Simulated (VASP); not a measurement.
# Si (Fd-3m) in VASP: single point with PBE

Aim: the single point of Si with PBE.

Everything below comes from runs of VASP 6.6.1. Logs are shortened: lines on timing, memory, paths and dates and some standing lists are left out, and cuts for length are marked.

## 1. The cell of the first run

It takes space group Fd-3m (No. 227, cubic). Conventional cell: a = 5.470 Å, b = 5.470 Å, c = 5.470 Å, α = 90.00°, β = 90.00°, γ = 90.00°. Si (site symmetry -43m) has 4 Si at 2.37 Å within 3.1 Å.

## 2. Single point, PBE

The input, INCAR:

```
SYSTEM = Si
  PREC = Accurate
  ENCUT = 520
  EDIFF = 1E-6
  ISMEAR = 0
  SIGMA = 0.02
  LREAL = .False.
  LASPH = .True.
  NELM = 60
  ALGO = Normal
  ISIF = 2
  LWAVE = .False.
  LCHARG = .True.
  GGA = PE
  LELF = .True.
  LVHAR = .True.
  NBANDS = 11
```

The input, KPOINTS:

```
Automatic mesh
0
Gamma
  8 8 8
  0 0 0
```

The input, POSCAR:

```
Si
1.0
    0.0000000000      2.7350468793      2.7350468793
    2.7350468793      0.0000000000      2.7350468793
    2.7350468793      2.7350468793      0.0000000000
Si
2
Direct
    0.7500000000      0.7500000000      0.7500000000
    0.5000000000      0.5000000000      0.5000000000
```

Potentials or basis: VASP PAW PBE potentials, release 64 (Si).

Started as:

```sh
$ cat potpaw_PBE.64/Si/POTCAR > POTCAR
$ mpirun -np 1 vasp_std > vasp.out
```

OUTCAR:

```text
SYSTEM = Si
   PREC = Accurate
   ENCUT = 520
   EDIFF = 1E-6
   ISMEAR = 0
   LREAL = .False.
   LASPH = .True.
   NELM = 60
   ISIF = 2
   GGA = PE

 ion  position               nearest neighbor table
   1  0.750  0.750  0.750-   2 2.37   2 2.37   2 2.37   2 2.37
   2  0.500  0.500  0.500-   1 2.37   1 2.37   1 2.37   1 2.37

  LATTYP: Found a face centered cubic cell.
 ALAT       =     5.4700937586

  Lattice vectors:

 A1 = (   0.0000000000,   2.7350468793,   2.7350468793)
 A2 = (   2.7350468793,   0.0000000000,   2.7350468793)
 A3 = (   2.7350468793,   2.7350468793,   0.0000000000)

Analysis of symmetry for initial positions (statically):
=====================================================================
 Subroutine PRICEL returns:
 Original cell was already a primitive cell.

 Routine SETGRP: Setting up the symmetry group for a
 face centered cubic supercell.

 Subroutine GETGRP returns: Found 48 space group operations
 (whereof 24 operations were pure point group operations)
 out of a pool of 48 trial point group operations.

The static configuration has the point symmetry T_d .
 The point group associated with its full space group is O_h .

Analysis of symmetry for dynamics (positions and initial velocities):
=====================================================================
 Subroutine PRICEL returns:
 Original cell was already a primitive cell.

 Routine SETGRP: Setting up the symmetry group for a
 face centered cubic supercell.

 Subroutine GETGRP returns: Found 48 space group operations
 (whereof 24 operations were pure point group operations)
 out of a pool of 48 trial point group operations.

The dynamic configuration has the point symmetry T_d .
 The point group associated with its full space group is O_h .

 Subroutine INISYM returns: Found 48 space group operations
 (whereof 24 operations are pure point group operations),
 and found     1 'primitive' translations

----------------------------------------------------------------------------------------

                                     Primitive cell

  volume of cell :      40.9189

  direct lattice vectors                    reciprocal lattice vectors
     0.000000000  2.735046879  2.735046879    -0.182812223  0.182812223  0.182812223
     2.735046879  0.000000000  2.735046879     0.182812223 -0.182812223  0.182812223
     2.735046879  2.735046879  0.000000000     0.182812223  0.182812223 -0.182812223

  length of vectors
     3.867940390  3.867940390  3.867940390     0.316640058  0.316640058  0.316640058

  position of ions in fractional coordinates (direct lattice)
     0.750000000  0.750000000  0.750000000
     0.500000000  0.500000000  0.500000000

  ion indices of the primitive-cell ions
   primitive index   ion index
                 1           1
                 2           2

----------------------------------------------------------------------------------------

 KPOINTS: Automatic mesh

Automatic generation of k-mesh.
 Grid dimensions read from file:
 generate k-points for:    8    8    8

 Generating k-lattice:

  Cartesian coordinates                     Fractional coordinates (reciprocal lattice)
    -0.022851528  0.022851528  0.022851528     0.125000000  0.000000000  0.000000000
     0.022851528 -0.022851528  0.022851528     0.000000000  0.125000000  0.000000000
     0.022851528  0.022851528 -0.022851528     0.000000000  0.000000000  0.125000000

  Length of vectors
     0.039580007  0.039580007  0.039580007

  Shift w.r.t. Gamma in fractional coordinates (k-lattice)
     0.000000000  0.000000000  0.000000000

 Subroutine IBZKPT returns following result:
 ===========================================

 Found     29 irreducible k-points:

 Following reciprocal coordinates:
            Coordinates               Weight
  0.000000  0.000000  0.000000      1.000000
  0.125000  0.000000  0.000000      8.000000
  0.250000  0.000000  0.000000      8.000000
  0.375000  0.000000  0.000000      8.000000
  0.500000  0.000000  0.000000      4.000000
  0.125000  0.125000  0.000000      6.000000
[... 16 lines left out ...]
  0.500000  0.250000  0.125000     48.000000
 -0.375000  0.250000  0.125000     24.000000
 [... further k-points ...]
   k-points           NKPTS =     29   k-points in BZ     NKDIM =     29   number of bands    NBANDS=     11
   number of dos      NEDOS =    301   number of ions     NIONS =      2
   total plane-waves  NPLWV =  27000
   dimension x,y,z NGX =    30 NGY =   30 NGZ =   30
   dimension x,y,z NGXF=    60 NGYF=   60 NGZF=   60
   ions per type =               2
   NGX,Y,Z   is equivalent  to a cutoff of  12.89, 12.89, 12.89 a.u.
   NGXF,Y,Z  is equivalent  to a cutoff of  25.79, 25.79, 25.79 a.u.
 SYSTEM =  Si
   PREC   = accura    normal or accurate (medium, high low for compatibility)
   ISTART =      0    job   : 0-new  1-cont  2-samecut
   ICHARG =      2    charge: 1-file 2-atom 10-const
   ISPIN  =      1    spin polarized calculation?
   LNONCOLLINEAR =      F non collinear calculations
   LSORBIT =      F    spin-orbit coupling
   LASPH  =      T    aspherical Exc in radial PAW
   ENCUT  =  520.0 eV  38.22 Ry    6.18 a.u.   7.19  7.19  7.19*2*pi/ulx,y,z
   NELM   =     60;   NELMIN=  2; NELMDL= -5     # of ELM steps
   EDIFF  = 0.1E-05   stopping-criterion for ELM
   LREAL  =      F    real-space projection
   EDIFFG = 0.1E-04   stopping-criterion for IOM
   NSW    =      0    number of steps for IOM
   IBRION =     -1    ionic relax: 0-MD 1-quasi-New 2-CG
   NFREE  =      0    steps in history (QN), initial steepest desc. (CG)
   ISIF   =      2    stress and relaxation
   ISYM   =      2    0-nonsym 1-usesym 2-fastsym
   POTIM  = 0.5000    time-step for ionic-motion
   TEBEG  =    0.0;   TEEND  =   0.0 temperature during run
   PSTRESS=    0.0 pullay stress
   NELECT =       8.0000    total number of electrons
   NUPDOWN=      -1.0000    fix difference up-down
   EMIN   =  10.00;   EMAX   =-10.00  energy-range for DOS
   EFERMI =   0.00;   METHOD = LEGACY
   ISMEAR =     0;   SIGMA  =   0.02  broadening in eV -4-tet -1-fermi 0-gaus
   EFERMI_NEDOS =   21; number of points for ismear=-14 and -15
   IALGO  =     38    algorithm
   IMIX   =      4    mixing-type and parameters
     AMIX     =   0.40;   BMIX     =  1.00
     AMIX_MAG =   1.60;   BMIX_MAG =  1.00
  volume/ion in A,a.u.               =      20.46       138.07
  Fermi-wavevector in a.u.,A,eV,Ry     =   0.950160  1.795542 12.283393  0.902804
  Thomas-Fermi vector in A             =   2.078511
   LORBIT       =      0    0 simple, 1 ext, 2 COOP (PROOUT), +10 PAW based schemes
   GGA     = PE    functional components
   LHFCALC =     F    Hartree Fock is set to
   AEXX    =    0.0000 exact exchange contribution
   IVDW    =     0    specifies the selected vdW correction
   LEPSILON=     F    determine dielectric tensor
   LRPA    =     F    only Hartree local field effects (RPA)
 non-spin polarized calculation
 Gauss-broadening in eV      SIGMA  =   0.02
  energy-cutoff  :      520.00
  volume of cell :       40.92
 maximum number of plane-waves:      1124
 NGX is ok and might be reduce to    30
   NGX = 15   NGY = 15   NGZ = 15

 number of electron       8.0000001 magnetization

 Free energy of the ion-electron system (eV)
  ---------------------------------------------------
  ext. energy  EPLUGINS =         0.00000000
  ---------------------------------------------------
  free energy    TOTEN  =       -10.84608134 eV

  energy without entropy =      -10.84608134  energy(sigma->0) =      -10.84608134

 E-fermi :   5.7099     XC(G=0):  -9.3237

 val. band max:        5.6099049040   @ k =   0.0000   0.0000   0.0000
 cond. band min:       6.2610804698   @ k =   0.3750   0.3750   0.0000
 fundamental gap:      0.6511755657
 Fermi energy:         5.7099136643

 k-point     1 :       0.0000    0.0000    0.0000
  band No.  band energies     occupation
      1      -6.1999      2.00000
      2       5.6099      2.00000
      3       5.6099      2.00000
      4       5.6099      2.00000
      5       8.1661      0.00000
      6       8.1661      0.00000
      7       8.1661      0.00000
      8       8.7353      0.00000
      9      13.3181      0.00000
     10      13.3181      0.00000
     11      13.4841      0.00000

 k-point     2 :       0.1250    0.0000    0.0000
  band No.  band energies     occupation
      1      -5.9996      2.00000
      2       4.0193      2.00000
      3       5.3277      2.00000
      4       5.3277      2.00000
      5       8.0505      0.00000
      6       8.5812      0.00000
      7       8.5812      0.00000
      8      10.1363      0.00000
      9      12.8455      0.00000
     10      12.8455      0.00000
     11      14.2594      0.00000

 k-point     3 :       0.2500    0.0000    0.0000
  band No.  band energies     occupation
      1      -5.4156      2.00000
      2       1.7249      2.00000
      3       4.8653      2.00000
      4       4.8653      2.00000
      5       7.5665      0.00000
      6       9.0991      0.00000
      7       9.0991      0.00000
      8      12.3549      0.00000
      9      12.7963      0.00000
     10      12.7963      0.00000
     11      14.5369      0.00000

 k-point     4 :       0.3750    0.0000    0.0000
  band No.  band energies     occupation
      1      -4.5417      2.00000
      2      -0.2583      2.00000
      3       4.5427      2.00000
      4       4.5427      2.00000
      5       7.2019      0.00000
      6       9.0626      0.00000
      7       9.0626      0.00000
      8      13.4453      0.00000
      9      14.1472      0.00000
     10      14.1472      0.00000
     11      15.1157      0.00000

 k-point     5 :       0.5000    0.0000    0.0000
  band No.  band energies     occupation
      1      -3.9230      2.00000
      2      -1.2555      2.00000
      3       4.4321      2.00000
      4       4.4321      2.00000
      5       7.0737      0.00000
      6       8.9592      0.00000
      7       8.9592      0.00000
      8      13.3104      0.00000
      9      16.1028      0.00000
     10      16.1028      0.00000
     11      16.7854      0.00000
[... 211 lines left out ...]
 k-point    21 :       0.5000    0.5000    0.0000
  band No.  band energies     occupation
      1      -2.1340      2.00000
      2      -2.1340      2.00000
      3       2.8176      2.00000
      4       2.8176      2.00000
      5       6.3624      0.00000
      6       6.3624      0.00000
      7      15.5399      0.00000
      8      15.5399      0.00000
      9      16.5145      0.00000
     10      16.5145      0.00000
     11      18.0496      0.00000

 k-point    22 :       0.3750    0.2500    0.1250
  band No.  band energies     occupation
      1      -4.8959      2.00000
      2       1.3424      2.00000
      3       2.9597      2.00000
      4       4.2106      2.00000
      5       8.0527      0.00000
      6       9.4342      0.00000
      7       9.8129      0.00000
      8      11.0486      0.00000
      9      13.3202      0.00000
     10      15.7104      0.00000
     11      16.5702      0.00000

 k-point    23 :       0.5000    0.2500    0.1250
  band No.  band energies     occupation
      1      -4.0271      2.00000
      2      -0.1762      2.00000
      3       2.3558      2.00000
      4       3.7236      2.00000
      5       8.4736      0.00000
      6       9.1387      0.00000
      7      10.5861      0.00000
      8      11.4862      0.00000
      9      14.5377      0.00000
     10      15.2331      0.00000
     11      17.5090      0.00000

 k-point    24 :      -0.3750    0.2500    0.1250
  band No.  band energies     occupation
      1      -3.3935      2.00000
      2      -1.0949      2.00000
      3       2.2244      2.00000
      4       3.5008      2.00000
      5       8.6320      0.00000
      6       8.7564      0.00000
      7      11.4545      0.00000
      8      12.6743      0.00000
      9      12.9140      0.00000
     10      16.1152      0.00000
     11      17.1583      0.00000

 [... further k-points ...]

------------------------ aborting loop because EDIFF is reached ----------------------------------------

  FORCE on cell =-STRESS in cart. coord.  units (eV):
  Direction    XX          YY          ZZ          XY          YZ          ZX
  --------------------------------------------------------------------------------------
  -------------------------------------------------------------------------------------
  Total       -0.0163181     -0.0163181     -0.0163181     -0.0000000     -0.0000000     -0.0000000
  in kB       -0.6389338     -0.6389338     -0.6389338     -0.0000000     -0.0000000     -0.0000000
  external PRESSURE =      -0.6389338 kB  Pullay stress =       0.0000000 kB

 VOLUME and BASIS-vectors are now :
 -----------------------------------------------------------------------------
  energy-cutoff  :      520.00
  volume of cell :       40.92
      direct lattice vectors                 reciprocal lattice vectors
     0.000000000  2.735046879  2.735046879    -0.182812223  0.182812223  0.182812223
     2.735046879  0.000000000  2.735046879     0.182812223 -0.182812223  0.182812223
     2.735046879  2.735046879  0.000000000     0.182812223  0.182812223 -0.182812223

 POSITION                                       TOTAL-FORCE (eV/Angst)
 -----------------------------------------------------------------------------------
      4.10257      4.10257      4.10257        -0.000000     -0.000000      0.000000
      2.73505      2.73505      2.73505         0.000000      0.000000     -0.000000
 -----------------------------------------------------------------------------------
    total drift:                                0.000000     -0.000000     -0.000000

  FREE ENERGIE OF THE ION-ELECTRON SYSTEM (eV)
  ---------------------------------------------------
  free  energy   TOTEN  =       -10.8460813374 eV

  energy  without entropy=      -10.8460813374  energy(sigma->0) =      -10.84608134
```

It took 18 s on 1 thread of Intel Xeon 8259CL, shared host; peak memory 0.16 GiB.

Results:

| Property | Result |
| --- | --- |
| Free energy | -10.8461 eV |
| Pressure | -0.1 GPa |
| Band gap on the k mesh | 0.65 eV (least direct gap 2.56 eV) |

A k mesh can miss the band edges.
